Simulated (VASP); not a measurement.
# KBr (P1) in VASP: single point with PBE

Aim: the single point of KBr with PBE.

Program: VASP 6.6.1. These are calculated values, not measurements. Logs are shortened: lines on timing, memory, paths and dates and some standing lists are left out, and cuts for length are marked.

### 1 The cell of the first run

The typed cell holds 2 atoms: a = 3.994 Å, b = 4.149 Å, c = 4.201 Å, α = 90.45°, β = 87.93°, γ = 87.61°.

### 2 Single point, PBE (atoms moved at random and the cell strained at random)

The input, INCAR:

```
  PREC = Accurate
  ENCUT = 520
  EDIFF = 1E-7
  ISMEAR = 0
  SIGMA = 0.02
  LREAL = False
  LASPH = True
  NELM = 80
  ALGO = Normal
  ISIF = 2
  LWAVE = False
  LCHARG = False
  GGA = PE
  NBANDS = 15
```

The input, KPOINTS:

```
Automatic mesh
0
Gamma
  6 6 6
```

The input, POSCAR:

```
KBr
1.0
    3.9925913476      0.0850347840      0.0740769017
    0.0850347840      4.1485491040     -0.0170231308
    0.0740769017     -0.0170231308      4.2005080662
K Br
1 1
Direct
   -0.0250105169     -0.0269840551      0.0047384703
    0.5250105169      0.5269840551      0.4952615297
```

Potentials or basis: VASP PAW PBE potentials, release 64 (K_sv, Br).

Run with:

```
cat potpaw_PBE.64/K_sv/POTCAR potpaw_PBE.64/Br/POTCAR > POTCAR
mpirun -np 1 vasp_std > vasp.out
```

OUTCAR:

```text
PREC = Accurate
   ENCUT = 520
   EDIFF = 1E-7
   ISMEAR = 0
   LREAL = False
   LASPH = True
   NELM = 80
   ISIF = 2
   GGA = PE

 ion  position               nearest neighbor table
   1  0.975  0.973  0.005-
   2  0.525  0.527  0.495-

  LATTYP: Found a triclinic cell.
 ALAT       =     5.6382130274
 B/A-ratio  =     0.7359522264
 C/A-ratio  =     0.7451289380
 COS(alpha) =     0.0077915744
 COS(beta)  =     0.0312953285
 COS(gamma) =     0.7064158329

  Lattice vectors:

 A1 = (  -3.9075565636,   4.0635143200,  -0.0911000325)
 A2 = (   0.0850347840,   4.1485491040,  -0.0170231308)
 A3 = (  -0.0740769017,   0.0170231308,  -4.2005080662)

Analysis of symmetry for initial positions (statically):
=====================================================================
 Subroutine PRICEL returns:
 Original cell was already a primitive cell.

 Routine SETGRP: Setting up the symmetry group for a
 triclinic supercell.

 Subroutine GETGRP returns: Found  1 space group operations
 (whereof  1 operations were pure point group operations)
 out of a pool of  2 trial point group operations.

The static configuration has the point symmetry C_1 .

Analysis of symmetry for dynamics (positions and initial velocities):
=====================================================================
 Subroutine PRICEL returns:
 Original cell was already a primitive cell.

 Routine SETGRP: Setting up the symmetry group for a
 triclinic supercell.

 Subroutine GETGRP returns: Found  1 space group operations
 (whereof  1 operations were pure point group operations)
 out of a pool of  2 trial point group operations.

The dynamic configuration has the point symmetry C_1 .

 Subroutine INISYM returns: Found  1 space group operations
 (whereof  1 operations are pure point group operations),
 and found     1 'primitive' translations

----------------------------------------------------------------------------------------

                                     Primitive cell

  volume of cell :      69.5204

  direct lattice vectors                    reciprocal lattice vectors
     3.992591348  0.085034784  0.074076902     0.250656116 -0.005156042 -0.004441272
     0.085034784  4.148549104 -0.017023131    -0.005156042  0.241158198  0.001068254
     0.074076902 -0.017023131  4.200508066    -0.004441272  0.001068254  0.238149092

  length of vectors
     3.994183768  4.149455431  4.201195686     0.250748476  0.241215677  0.238192897

  position of ions in fractional coordinates (direct lattice)
     0.974989483  0.973015945  0.004738470
     0.525010517  0.526984055  0.495261530

  ion indices of the primitive-cell ions
   primitive index   ion index
                 1           1
                 2           2

----------------------------------------------------------------------------------------

 KPOINTS: Automatic mesh

Automatic generation of k-mesh.
 Grid dimensions read from file:
 generate k-points for:    6    6    6

 Generating k-lattice:

  Cartesian coordinates                     Fractional coordinates (reciprocal lattice)
     0.041776019 -0.000859340 -0.000740212     0.166666667  0.000000000  0.000000000
    -0.000859340  0.040193033  0.000178042     0.000000000  0.166666667  0.000000000
    -0.000740212  0.000178042  0.039691515     0.000000000  0.000000000  0.166666667

  Length of vectors
     0.041791413  0.040202613  0.039698816

  Shift w.r.t. Gamma in fractional coordinates (k-lattice)
     0.000000000  0.000000000  0.000000000

 Subroutine IBZKPT returns following result:
 ===========================================

 Found    112 irreducible k-points:

 Following reciprocal coordinates:
            Coordinates               Weight
  0.000000  0.000000  0.000000      1.000000
  0.166667 -0.000000  0.000000      2.000000
  0.333333 -0.000000  0.000000      2.000000
  0.500000 -0.000000  0.000000      1.000000
 -0.000000  0.166667  0.000000      2.000000
  0.166667  0.166667  0.000000      2.000000
[... 16 lines left out ...]
  0.333333 -0.000000  0.166667      2.000000
  0.500000 -0.000000  0.166667      2.000000
 [... further k-points ...]
   k-points           NKPTS =    112   k-points in BZ     NKDIM =    112   number of bands    NBANDS=     15
   number of dos      NEDOS =    301   number of ions     NIONS =      2
   total plane-waves  NPLWV =  30720
   dimension x,y,z NGX =    30 NGY =   32 NGZ =   32
   dimension x,y,z NGXF=    60 NGYF=   64 NGZF=   64
   ions per type =               1   1
   NGX,Y,Z   is equivalent  to a cutoff of  12.49, 12.82, 12.66 a.u.
   NGXF,Y,Z  is equivalent  to a cutoff of  24.97, 25.64, 25.33 a.u.
 SYSTEM =  unknown system
   PREC   = accura    normal or accurate (medium, high low for compatibility)
   ISTART =      0    job   : 0-new  1-cont  2-samecut
   ICHARG =      2    charge: 1-file 2-atom 10-const
   ISPIN  =      1    spin polarized calculation?
   LNONCOLLINEAR =      F non collinear calculations
   LSORBIT =      F    spin-orbit coupling
   LASPH  =      T    aspherical Exc in radial PAW
   ENCUT  =  520.0 eV  38.22 Ry    6.18 a.u.   7.43  7.72  7.81*2*pi/ulx,y,z
   NELM   =     80;   NELMIN=  2; NELMDL= -5     # of ELM steps
   EDIFF  = 0.1E-06   stopping-criterion for ELM
   LREAL  =      F    real-space projection
   EDIFFG = 0.1E-05   stopping-criterion for IOM
   NSW    =      0    number of steps for IOM
   IBRION =     -1    ionic relax: 0-MD 1-quasi-New 2-CG
   NFREE  =      0    steps in history (QN), initial steepest desc. (CG)
   ISIF   =      2    stress and relaxation
   ISYM   =      2    0-nonsym 1-usesym 2-fastsym
   POTIM  = 0.5000    time-step for ionic-motion
   TEBEG  =    0.0;   TEEND  =   0.0 temperature during run
   PSTRESS=    0.0 pullay stress
   NELECT =      16.0000    total number of electrons
   NUPDOWN=      -1.0000    fix difference up-down
   EMIN   =  10.00;   EMAX   =-10.00  energy-range for DOS
   EFERMI =   0.00;   METHOD = LEGACY
   ISMEAR =     0;   SIGMA  =   0.02  broadening in eV -4-tet -1-fermi 0-gaus
   EFERMI_NEDOS =   21; number of points for ismear=-14 and -15
   IALGO  =     38    algorithm
   IMIX   =      4    mixing-type and parameters
     AMIX     =   0.40;   BMIX     =  1.00
     AMIX_MAG =   1.60;   BMIX_MAG =  1.00
  volume/ion in A,a.u.               =      34.76       234.57
  Fermi-wavevector in a.u.,A,eV,Ry     =   1.003253  1.895874 13.694501  1.006517
  Thomas-Fermi vector in A             =   2.135793
   LORBIT       =      0    0 simple, 1 ext, 2 COOP (PROOUT), +10 PAW based schemes
   GGA     = PE    functional components
   LHFCALC =     F    Hartree Fock is set to
   AEXX    =    0.0000 exact exchange contribution
   IVDW    =     0    specifies the selected vdW correction
   LEPSILON=     F    determine dielectric tensor
   LRPA    =     F    only Hartree local field effects (RPA)
 non-spin polarized calculation
 Gauss-broadening in eV      SIGMA  =   0.02
  energy-cutoff  :      520.00
  volume of cell :       69.52
 maximum number of plane-waves:      1888
 NGX is ok and might be reduce to    30
   NGX = 15   NGY = 15   NGZ = 15

 number of electron      16.0000002 magnetization

 Free energy of the ion-electron system (eV)
  ---------------------------------------------------
  ext. energy  EPLUGINS =         0.00000000
  ---------------------------------------------------
  free energy    TOTEN  =        -6.04495710 eV

  energy without entropy =       -6.04495710  energy(sigma->0) =       -6.04495710

 E-fermi :  -0.6879     XC(G=0):  -7.6014

 val. band max:       -0.8917799687   @ k =  -0.0000   0.5000   0.5000
 cond. band min:       2.7153292976   @ k =   0.0000   0.0000   0.0000
 fundamental gap:      3.6071092663
 Fermi energy:        -0.6878601506

 k-point     1 :       0.0000    0.0000    0.0000
  band No.  band energies     occupation
      1     -29.7192      2.00000
      2     -13.7113      2.00000
      3     -13.1494      2.00000
      4     -13.1472      2.00000
      5     -13.1288      2.00000
      6      -1.3765      2.00000
      7      -1.3148      2.00000
      8      -1.0829      2.00000
      9       2.7153      0.00000
     10       4.8652      0.00000
     11       5.1184      0.00000
     12       8.3575      0.00000
     13       8.6001      0.00000
     14       8.7492      0.00000
     15      10.5764      0.00000

 k-point     2 :       0.1667   -0.0000    0.0000
  band No.  band energies     occupation
      1     -29.7163      2.00000
      2     -13.7510      2.00000
      3     -13.1548      2.00000
      4     -13.1437      2.00000
      5     -13.0765      2.00000
      6      -1.6454      2.00000
      7      -1.3574      2.00000
      8      -1.2839      2.00000
      9       3.2991      0.00000
     10       5.0791      0.00000
     11       5.6490      0.00000
     12       8.3917      0.00000
     13       8.4823      0.00000
     14       8.6059      0.00000
     15      10.1681      0.00000

 k-point     3 :       0.3333   -0.0000    0.0000
  band No.  band energies     occupation
      1     -29.7107      2.00000
      2     -13.8288      2.00000
      3     -13.1438      2.00000
      4     -13.1349      2.00000
      5     -12.9932      2.00000
      6      -2.4624      2.00000
      7      -1.3324      2.00000
      8      -1.2409      2.00000
      9       4.4504      0.00000
     10       5.6286      0.00000
     11       6.5058      0.00000
     12       8.1111      0.00000
     13       8.2832      0.00000
     14       8.7609      0.00000
     15       9.0114      0.00000
[... 343 lines left out ...]
 k-point    23 :       0.3333   -0.0000    0.1667
  band No.  band energies     occupation
      1     -29.7092      2.00000
      2     -13.7746      2.00000
      3     -13.1754      2.00000
      4     -13.1376      2.00000
      5     -13.0230      2.00000
      6      -2.3674      2.00000
      7      -1.6151      2.00000
      8      -1.2069      2.00000
      9       4.6915      0.00000
     10       5.6229      0.00000
     11       6.6060      0.00000
     12       7.6781      0.00000
     13       7.8990      0.00000
     14       8.5109      0.00000
     15       9.3738      0.00000

 k-point    24 :       0.5000   -0.0000    0.1667
  band No.  band energies     occupation
      1     -29.7064      2.00000
      2     -13.8064      2.00000
      3     -13.1658      2.00000
      4     -13.1323      2.00000
      5     -12.9951      2.00000
      6      -2.6930      2.00000
      7      -1.5837      2.00000
      8      -1.1805      2.00000
      9       5.4223      0.00000
     10       5.6484      0.00000
     11       6.7679      0.00000
     12       7.5986      0.00000
     13       7.9862      0.00000
     14       8.2411      0.00000
     15       9.2449      0.00000

 [... further k-points ...]
[... 5 lines left out ...]
  --------------------------------------------------------------------------------------
  -------------------------------------------------------------------------------------
  Total        0.2608837     -0.2728137     -0.4560207      0.0998759     -0.0184458     -0.0623067
  in kB        6.0123614     -6.2873017    -10.5095143      2.3017529     -0.4251040     -1.4359282
  external PRESSURE =      -3.5948182 kB  Pullay stress =       0.0000000 kB

 VOLUME and BASIS-vectors are now :
 -----------------------------------------------------------------------------
  energy-cutoff  :      520.00
  volume of cell :       69.52
      direct lattice vectors                 reciprocal lattice vectors
     3.992591348  0.085034784  0.074076902     0.250656116 -0.005156042 -0.004441272
     0.085034784  4.148549104 -0.017023131    -0.005156042  0.241158198  0.001068254
     0.074076902 -0.017023131  4.200508066    -0.004441272  0.001068254  0.238149092

 POSITION                                       TOTAL-FORCE (eV/Angst)
 -----------------------------------------------------------------------------------
      3.97583      4.11943      0.07556         0.072671      0.074553     -0.035903
      2.17765      2.22243      2.11027        -0.072671     -0.074553      0.035903
 -----------------------------------------------------------------------------------
    total drift:                                0.000013      0.000253      0.000219

  FREE ENERGIE OF THE ION-ELECTRON SYSTEM (eV)
  ---------------------------------------------------
  free  energy   TOTEN  =        -6.0449571028 eV

  energy  without entropy=       -6.0449571028  energy(sigma->0) =       -6.04495710
```

Run time: 72 s. Hardware: 1 thread of Intel Xeon Platinum 8259CL at 2.50GHz (Skylake/Cascade Lake), shared host; peak memory 0.26 GiB.

Results:

```yaml
Free_energy: -6.0450 eV
Pressure: -0.4 GPa
Largest_force: 0.110 eV/Å
Band_gap_on_the_k_mesh: 3.61 eV, indirect (least direct gap 3.80 eV)
```

Forces on the atoms (eV/Å):
```
K    0.073  0.075 -0.036
Br  -0.073 -0.075  0.036
```

Levels at points of the mesh, in eV from the valence-band top:
```tsv
k point	band 4	band 5	band 6	band 7	band 8	band 9	band 10	band 11	band 12	band 13
(0.00, 0.00, 0.00)	-12.26	-12.24	-0.48	-0.42	-0.19	3.61	5.76	6.01	9.25	9.49
(0.50, 0.00, 0.00)	-12.24	-12.06	-1.91	-0.43	-0.33	6.18	6.98	7.44	8.47	9.17
(0.00, 0.50, 0.00)	-12.24	-12.04	-1.90	-0.48	-0.14	6.19	6.80	7.36	8.63	9.36
(0.50, 0.50, 0.00)	-12.28	-12.22	-1.45	-1.33	-0.23	5.19	6.22	7.74	7.85	9.53
(0.00, 0.00, 0.50)	-12.24	-12.01	-1.90	-0.40	-0.16	6.17	6.88	7.14	8.40	9.48
(0.50, 0.00, 0.50)	-12.29	-12.23	-1.46	-1.34	-0.17	5.16	6.37	7.80	7.99	9.68
(0.00, 0.50, 0.50)	-12.29	-12.23	-1.42	-1.40	0.00	5.03	6.60	8.17	8.24	9.71
(0.50, 0.50, 0.50)	-12.33	-12.32	-1.45	-1.37	-1.36	6.91	7.04	7.44	9.09	9.17
```

Caveat: the cell differs from its parent crystal (atoms moved at random and the cell strained at random). A k mesh can miss the band edges.
